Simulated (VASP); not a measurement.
# AlN (F-43m) in VASP: further runs, part 2 of 2

VASP 6.6.1.

### Step 4. Single point, r2SCAN

This run uses another cell than the first one, of 10.33 Å³/atom, 1.035 times its volume.

File POSCAR:

```
AlN
1.0
    0.0000000000      2.1780786996      2.1780786996
    2.1780786996      0.0000000000      2.1780786996
    2.1780786996      2.1780786996      0.0000000000
Al N
1 1
Direct
    0.0000000000      0.0000000000      0.0000000000
    0.7500000000      0.7500000000      0.7500000000
```

File INCAR.step1:

```
SYSTEM = AlN
PREC = Accurate ; ENCUT = 520
ISMEAR = 0 ; SIGMA = 0.01
LREAL = .FALSE. ; LASPH = .TRUE.
NELM = 100 ; NBANDS = 11
GGA = PE ; ALGO = Normal
EDIFF = 1E-4 ; LWAVE = .TRUE.
LCHARG = .FALSE.
```

File INCAR.step2:

```
SYSTEM = AlN
PREC = Accurate ; ENCUT = 520
EDIFF = 1E-6 ; ISMEAR = 0
SIGMA = 0.01 ; LREAL = .FALSE.
LASPH = .TRUE. ; NELM = 100
ALGO = Normal ; ISIF = 2
LWAVE = .FALSE. ; LCHARG = .FALSE.
METAGGA = R2SCAN ; LMIXTAU = .TRUE.
NBANDS = 11 ; ISTART = 1
```

File KPOINTS:

```
regular mesh
0
G
  8 8 8
  0 0 0
```

Potentials or basis: VASP PAW PBE potentials, release 64 (Al, N).

Run with:

```
$ cat potpaw_PBE.64/Al/POTCAR potpaw_PBE.64/N/POTCAR > POTCAR
$ cp INCAR.step1 INCAR
$ mpirun -np 1 vasp_std > vasp.out
$ cp INCAR.step2 INCAR
$ mpirun -np 1 vasp_std > vasp.out
```

OUTCAR:

```text
SYSTEM = AlN
   PREC = Accurate
   ENCUT = 520
   EDIFF = 1E-6
   ISMEAR = 0
   LREAL = .FALSE.
   LASPH = .TRUE.
   NELM = 100
   ISIF = 2
   METAGGA = R2SCAN
   ISTART = 1

 ion  position               nearest neighbor table
   1  0.000  0.000  0.000-   2 1.89   2 1.89   2 1.89   2 1.89
   2  0.750  0.750  0.750-   1 1.89   1 1.89   1 1.89   1 1.89

  LATTYP: Found a face centered cubic cell.
 ALAT       =     4.3561573992

  Lattice vectors:

 A1 = (   0.0000000000,   2.1780786996,   2.1780786996)
 A2 = (   2.1780786996,   0.0000000000,   2.1780786996)
 A3 = (   2.1780786996,   2.1780786996,   0.0000000000)

Analysis of symmetry for initial positions (statically):
=====================================================================
 Subroutine PRICEL returns:
 Original cell was already a primitive cell.

 Routine SETGRP: Setting up the symmetry group for a
 face centered cubic supercell.

 Subroutine GETGRP returns: Found 24 space group operations
 (whereof 24 operations were pure point group operations)
 out of a pool of 48 trial point group operations.

The static configuration has the point symmetry T_d .

Analysis of symmetry for dynamics (positions and initial velocities):
=====================================================================
 Subroutine PRICEL returns:
 Original cell was already a primitive cell.

 Routine SETGRP: Setting up the symmetry group for a
 face centered cubic supercell.

 Subroutine GETGRP returns: Found 24 space group operations
 (whereof 24 operations were pure point group operations)
 out of a pool of 48 trial point group operations.

The dynamic configuration has the point symmetry T_d .

 Subroutine INISYM returns: Found 24 space group operations
 (whereof 24 operations are pure point group operations),
 and found     1 'primitive' translations

----------------------------------------------------------------------------------------

[... 119 lines left out ...]
   AEXX    =    0.0000 exact exchange contribution
   IVDW    =     0    specifies the selected vdW correction
   LEPSILON=     F    determine dielectric tensor
   LRPA    =     F    only Hartree local field effects (RPA)
 non-spin polarized calculation
 Gauss-broadening in eV      SIGMA  =   0.01
  energy-cutoff  :      520.00
  volume of cell :       20.67
 maximum number of plane-waves:       568
   NGX = 11   NGY = 11   NGZ = 11

 number of electron       7.9999999 magnetization

 Free energy of the ion-electron system (eV)
  ---------------------------------------------------
  ext. energy  EPLUGINS =         0.00000000
  ---------------------------------------------------
  free energy    TOTEN  =       -19.17865343 eV

  energy without entropy =      -19.17865343  energy(sigma->0) =      -19.17865343

 E-fermi :   5.9429     XC(G=0): -11.4553

 val. band max:        5.7691895695   @ k =   0.0000   0.0000   0.0000
 cond. band min:       9.7103175259   @ k =   0.5000   0.5000   0.0000
 fundamental gap:      3.9411279565
 Fermi energy:         5.9429463841

 k-point     1 :       0.0000    0.0000    0.0000
  band No.  band energies     occupation
      1     -10.0199      2.00000
      2       5.7692      2.00000
      3       5.7692      2.00000
      4       5.7692      2.00000
      5      10.7380      0.00000
      6      19.3744      0.00000
      7      19.3744      0.00000
      8      19.3744      0.00000
      9      24.3712      0.00000
     10      24.3712      0.00000
     11      26.1021      0.00000
[... 309 lines left out ...]
 k-point    24 :      -0.3750    0.2500    0.1250
  band No.  band energies     occupation
      1      -7.6628      2.00000
      2       0.5705      2.00000
      3       3.5209      2.00000
      4       4.6411      2.00000
      5      13.6404      0.00000
      6      15.9681      0.00000
      7      19.0379      0.00000
      8      19.4825      0.00000
      9      24.2270      0.00000
     10      25.8202      0.00000
     11      29.2867      0.00000

 [... further k-points ...]

------------------------ aborting loop because EDIFF is reached ----------------------------------------

  FORCE on cell =-STRESS in cart. coord.  units (eV):
  Direction    XX          YY          ZZ          XY          YZ          ZX
  --------------------------------------------------------------------------------------
  -------------------------------------------------------------------------------------
  Total        0.2089850      0.2089850      0.2089850     -0.0000000      0.0000000     -0.0000000
  in kB       16.2022383     16.2022383     16.2022383     -0.0000000      0.0000000     -0.0000000
  external PRESSURE =      16.2022383 kB  Pullay stress =       0.0000000 kB

 VOLUME and BASIS-vectors are now :
 -----------------------------------------------------------------------------
  energy-cutoff  :      520.00
  volume of cell :       20.67
      direct lattice vectors                 reciprocal lattice vectors
     0.000000000  2.178078700  2.178078700    -0.229560116  0.229560116  0.229560116
     2.178078700  0.000000000  2.178078700     0.229560116 -0.229560116  0.229560116
     2.178078700  2.178078700  0.000000000     0.229560116  0.229560116 -0.229560116

 POSITION                                       TOTAL-FORCE (eV/Angst)
 -----------------------------------------------------------------------------------
      0.00000      0.00000      0.00000        -0.000000     -0.000000     -0.000000
      3.26712      3.26712      3.26712         0.000000      0.000000      0.000000
 -----------------------------------------------------------------------------------
    total drift:                                0.000001      0.000001      0.000001

  FREE ENERGIE OF THE ION-ELECTRON SYSTEM (eV)
  ---------------------------------------------------
  free  energy   TOTEN  =       -19.1786534338 eV

  energy  without entropy=      -19.1786534338  energy(sigma->0) =      -19.17865343
```

OSZICAR.step1:

```text
N       E                     dE             d eps       ncg     rms          rms(c)
DAV:   1     0.111804901477E+02    0.11180E+02   -0.38795E+03   638   0.600E+02
DAV:   2    -0.163119539834E+02   -0.27492E+02   -0.26835E+02   766   0.137E+02
DAV:   3    -0.172260341630E+02   -0.91408E+00   -0.91292E+00   787   0.240E+01
DAV:   4    -0.172307465562E+02   -0.47124E-02   -0.47120E-02   722   0.189E+00
DAV:   5    -0.172308037004E+02   -0.57144E-04   -0.57144E-04   767   0.200E-01    0.866E+00
DAV:   6    -0.148454636456E+02    0.23853E+01   -0.11840E+01   756   0.173E+01    0.284E+00
DAV:   7    -0.148409233776E+02    0.45403E-02   -0.17294E-01   713   0.324E+00    0.207E+00
DAV:   8    -0.148357649418E+02    0.51584E-02   -0.27289E-02   686   0.157E+00    0.574E-01
DAV:   9    -0.148344189198E+02    0.13460E-02   -0.38180E-03   764   0.367E-01    0.232E-01
DAV:  10    -0.148344647044E+02   -0.45785E-04   -0.38805E-04   671   0.128E-01
   1 F= -.14834465E+02 E0= -.14834465E+02  d E =-.215469E-51
```

Run time: 45 s. Hardware: 1 thread of AMD EPYC 7R43 (Zen 3), shared host; peak memory 0.1 GiB.

What came out:

- Free energy: -19.1787 eV
- Pressure: 1.6 GPa
- Band gap on the k mesh: 3.94 eV, indirect (least direct gap 4.97 eV)

Caveat: the PAW data sets were made with another functional, which shifts forces and pressure a little. r2SCAN opens gaps a little over a GGA but as a rule still falls short of measured ones.

### Step 5. Single point, r2SCAN

This run uses another cell than the first one, of 10.20 Å³/atom, 1.021 times its volume.

File POSCAR:

```
AlN
1.0
    0.0000000000      2.1683749657      2.1683749657
    2.1683749657      0.0000000000      2.1683749657
    2.1683749657      2.1683749657      0.0000000000
Al N
1 1
Direct
    0.0000000000      0.0000000000      0.0000000000
    0.7500000000      0.7500000000      0.7500000000
```

File INCAR.step1:

```
  PREC = Accurate
  ENCUT = 520
  ISMEAR = 0
  SIGMA = 0.01
  LREAL = False
  LASPH = True
  NELM = 80
  NBANDS = 11
  GGA = PE
  ALGO = Normal
  EDIFF = 1E-4
  LWAVE = True
  LCHARG = False
```

File INCAR.step2:

```
  PREC = Accurate
  ENCUT = 520
  EDIFF = 1E-6
  ISMEAR = 0
  SIGMA = 0.01
  LREAL = False
  LASPH = True
  NELM = 80
  ALGO = Normal
  ISIF = 2
  LWAVE = False
  LCHARG = True
  METAGGA = R2SCAN
  LMIXTAU = True
  LELF = True
  LVHAR = True
  NBANDS = 11
  ISTART = 1
```

File KPOINTS:

```
regular mesh
0
Gamma
  8 8 8
```

Potentials or basis: VASP PAW PBE potentials, release 64 (Al, N).

Run with:

```
$ cat potpaw_PBE.64/Al/POTCAR potpaw_PBE.64/N/POTCAR > POTCAR
$ cp INCAR.step1 INCAR
$ mpirun -np 1 vasp_std > vasp.out
$ cp INCAR.step2 INCAR
$ mpirun -np 1 vasp_std > vasp.out
```

OUTCAR:

```text
PREC = Accurate
   ENCUT = 520
   EDIFF = 1E-6
   ISMEAR = 0
   LREAL = False
   LASPH = True
   NELM = 80
   ISIF = 2
   METAGGA = R2SCAN
   ISTART = 1

 ion  position               nearest neighbor table
   1  0.000  0.000  0.000-   2 1.88   2 1.88   2 1.88   2 1.88
   2  0.750  0.750  0.750-   1 1.88   1 1.88   1 1.88   1 1.88

  LATTYP: Found a face centered cubic cell.
 ALAT       =     4.3367499314

  Lattice vectors:

 A1 = (   0.0000000000,   2.1683749657,   2.1683749657)
 A2 = (   2.1683749657,   0.0000000000,   2.1683749657)
 A3 = (   2.1683749657,   2.1683749657,   0.0000000000)

Analysis of symmetry for initial positions (statically):
=====================================================================
 Subroutine PRICEL returns:
 Original cell was already a primitive cell.

 Routine SETGRP: Setting up the symmetry group for a
 face centered cubic supercell.

 Subroutine GETGRP returns: Found 24 space group operations
 (whereof 24 operations were pure point group operations)
 out of a pool of 48 trial point group operations.

The static configuration has the point symmetry T_d .

[... 171 lines left out ...]
      3       5.8955      2.00000
      4       5.8955      2.00000
      5      10.9910      0.00000
      6      19.6401      0.00000
      7      19.6401      0.00000
      8      19.6401      0.00000
      9      24.6095      0.00000
     10      24.6095      0.00000
     11      26.3709      0.00000
[... 309 lines left out ...]
 k-point    24 :      -0.3750    0.2500    0.1250
  band No.  band energies     occupation
      1      -7.5689      2.00000
      2       0.6479      2.00000
      3       3.6311      2.00000
      4       4.7593      2.00000
      5      13.8144      0.00000
      6      16.2198      0.00000
      7      19.2923      0.00000
      8      19.7476      0.00000
      9      24.5375      0.00000
     10      26.1066      0.00000
     11      29.6165      0.00000

 [... further k-points ...]

------------------------ aborting loop because EDIFF is reached ----------------------------------------

  FORCE on cell =-STRESS in cart. coord.  units (eV):
  Direction    XX          YY          ZZ          XY          YZ          ZX
  --------------------------------------------------------------------------------------
  -------------------------------------------------------------------------------------
  Total        0.5881712      0.5881712      0.5881712      0.0000000      0.0000000     -0.0000000
  in kB       46.2148101     46.2148101     46.2148101      0.0000000      0.0000000     -0.0000000
  external PRESSURE =      46.2148101 kB  Pullay stress =       0.0000000 kB

 VOLUME and BASIS-vectors are now :
 -----------------------------------------------------------------------------
  energy-cutoff  :      520.00
  volume of cell :       20.39
      direct lattice vectors                 reciprocal lattice vectors
     0.000000000  2.168374966  2.168374966    -0.230587425  0.230587425  0.230587425
     2.168374966  0.000000000  2.168374966     0.230587425 -0.230587425  0.230587425
     2.168374966  2.168374966  0.000000000     0.230587425  0.230587425 -0.230587425

 POSITION                                       TOTAL-FORCE (eV/Angst)
 -----------------------------------------------------------------------------------
      0.00000      0.00000      0.00000        -0.000000     -0.000000     -0.000000
      3.25256      3.25256      3.25256         0.000000      0.000000      0.000000
 -----------------------------------------------------------------------------------
    total drift:                                0.000001      0.000001      0.000001

  FREE ENERGIE OF THE ION-ELECTRON SYSTEM (eV)
  ---------------------------------------------------
  free  energy   TOTEN  =       -19.1729320745 eV

  energy  without entropy=      -19.1729320745  energy(sigma->0) =      -19.17293207
```

OUTCAR.step1:

```text
PREC = Accurate
   ENCUT = 520
   ISMEAR = 0
   LREAL = False
   LASPH = True
[... 557 lines left out ...]
      0.00000      0.00000      0.00000         0.000000      0.000000     -0.000000
      3.25256      3.25256      3.25256        -0.000000     -0.000000      0.000000
 -----------------------------------------------------------------------------------
    total drift:                               -0.000000     -0.000000     -0.000000

  FREE ENERGIE OF THE ION-ELECTRON SYSTEM (eV)
  ---------------------------------------------------
  free  energy   TOTEN  =       -14.8208506758 eV

  energy  without entropy=      -14.8208506758  energy(sigma->0) =      -14.82085068
```

Run time: 53 s. Hardware: 1 thread of AMD EPYC 7R43 (Zen 3), shared host; peak memory 0.1 GiB.

Results:

```yaml
Free_energy: -19.1729 eV
Pressure: 4.6 GPa
Band_gap_on_the_k_mesh: 3.95 eV, indirect (least direct gap 5.10 eV)
```

Caveat: the PAW data sets were made with another functional, which shifts forces and pressure a little. r2SCAN opens gaps a little over a GGA but as a rule still falls short of measured ones.

### Step 6. Overview

| cell | gap on the mesh (eV) | pressure (GPa) |
| --- | --- | --- |
| a = 3.045 Å, angles 60.0°, 2 atoms | 3.97 | 9.6 |
| a = 3.090 Å, angles 60.0°, 2 atoms | 3.93 | -0.4 |
| a = 3.080 Å, angles 60.0°, 2 atoms | 3.94 | 1.6 |
| a = 3.067 Å, angles 60.0°, 2 atoms | 3.95 | 4.6 |

Alike in all rows: task single point; level r2SCAN; potentials or basis VASP PAW PBE potentials, release 64 (Al, N); no spin polarisation; k mesh 8 × 8 × 8; cutoff (eV) 520; smearing gaussian 0.01 eV.

Caveats: the PAW data sets were made with another functional, which shifts forces and pressure a little.

Absolute energies hang on the potentials; compare differences alone.
